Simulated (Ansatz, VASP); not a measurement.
## TiPt3 in VASP and in Ansatz

INCAR

```
  ALGO = Fast
  EDIFF = 1E-6
  ENCUT = 520
  GGA = PE
  ISIF = 2
  ISMEAR = 0
  LASPH = True
  LCHARG = True
  LELF = True
  LREAL = False
  LVHAR = True
  LWAVE = False
  NBANDS = 29
  NELM = 80
  PREC = Accurate
  SIGMA = 0.1
```

The input KPOINTS:

```
k-points
0
Gamma
  10 10 10
```

Contents of POSCAR:

```
TiPt3
1.0
    4.0756321341      0.0000000000      0.0000000000
    0.0000000000      4.0756321341      0.0000000000
    0.0000000000      0.0000000000      4.0756321341
Ti Pt
1 3
Direct
    0.0000000000      0.0000000000      0.0000000000
    0.0000000000      0.5000000000      0.5000000000
    0.5000000000      0.0000000000      0.5000000000
    0.5000000000      0.5000000000      0.0000000000
```

Input for Ansatz:

```yaml
crystal:
  lattice:
    - [4.0756321341, 0.0, 0.0]
    - [0.0, 4.0756321341, 0.0]
    - [0.0, 0.0, 4.0756321341]
  atoms:
    - { symbol: Ti, position: [0.0, 0.0, 0.0] }
    - { symbol: Pt, position: [0.0, 0.5, 0.5] }
    - { symbol: Pt, position: [0.5, 0.0, 0.5] }
    - { symbol: Pt, position: [0.5, 0.5, 0.0] }
basis:
  ecutwfc: 420
kpoints:
  mp_grid: { grid: [10, 10, 10] }
hamiltonian:
  xc: pbe
scf:
  occupations: { method: gaussian, width: 0.1 }
output:
  forces: true
  stress: true
  eigenvalues: true
  write_density: true
  write_potential: true
  elf: true
  volumetric_format: npy
```

Alike in both runs: task single point; functional PBE; k mesh 10 × 10 × 10; occupations gaussian, width 0.1 eV; no spin polarisation.

|  | VASP | Ansatz |
| --- | --- | --- |
| version | VASP 6.6.1 | Ansatz 0.2.0 |
| potentials or method | VASP PAW PBE potentials, release 64 (Ti_sv, Pt), cutoff 520 eV | scalar-relativistic, plane waves, PAW |
| valence electrons in the cell | 42 | 66 |

|  | VASP | Ansatz | Ansatz less VASP |
| --- | --- | --- | --- |
| gap on the k mesh at the Fermi level (eV) | none | none | - |
| pressure (GPa) | -17.9 | -17.6 | +0.25 |

A gap of «none» marks a metal or a gap that the smearing closes. VASP's potentials hold 42 valence electrons a cell and Ansatz's 66, so a difference there can come from the potentials and not from the codes.

Spin-orbit coupling is off throughout.
